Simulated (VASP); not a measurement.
A run of VASP 6.6.1 is set up as follows.

INCAR

```
SYSTEM = BP
PREC     = Accurate       ! precision mode
ENCUT    = 500            ! plane-wave cutoff, eV
EDIFF    = 1E-6           ! SCF threshold, eV
ISMEAR   = 0              ! smearing method
SIGMA    = 0.01           ! smearing width, eV
LREAL    = .FALSE.        ! projectors in reciprocal space
LASPH    = .TRUE.         ! aspherical terms in the spheres
NELM     = 120            ! most SCF steps
ALGO     = Normal         ! electronic algorithm
ISIF     = 2              ! what is computed and relaxed
LWAVE    = .FALSE.        ! write WAVECAR
LCHARG   = .FALSE.        ! write CHGCAR
NBANDS   = 11             ! bands
GGA_COMPAT= .FALSE.
```

Contents of KPOINTS:

```
Automatic mesh
0
G
  10 10 10
  0 0 0
```

The input POSCAR:

```
BP
1.0
    0.0000000000      2.2368543514      2.2368543514
    2.2368543514      0.0000000000      2.2368543514
    2.2368543514      2.2368543514      0.0000000000
B P
1 1
Direct
    0.0000000000      0.0000000000      0.0000000000
    0.2500000000      0.2500000000      0.2500000000
```

Potentials or basis: VASP PAW LDA potentials, release 64 (B, P).

Command:

```bash
$ cat potpaw_LDA.64/B/POTCAR potpaw_LDA.64/P/POTCAR > POTCAR
$ mpirun -np 1 vasp_std > vasp.out
```

(1) Estimate the pressure.

(2) What does it give for the band gap on the k mesh?

Answers

(1) 1.9 GPa.

(2) 1.14 eV (least direct gap 3.45 eV).
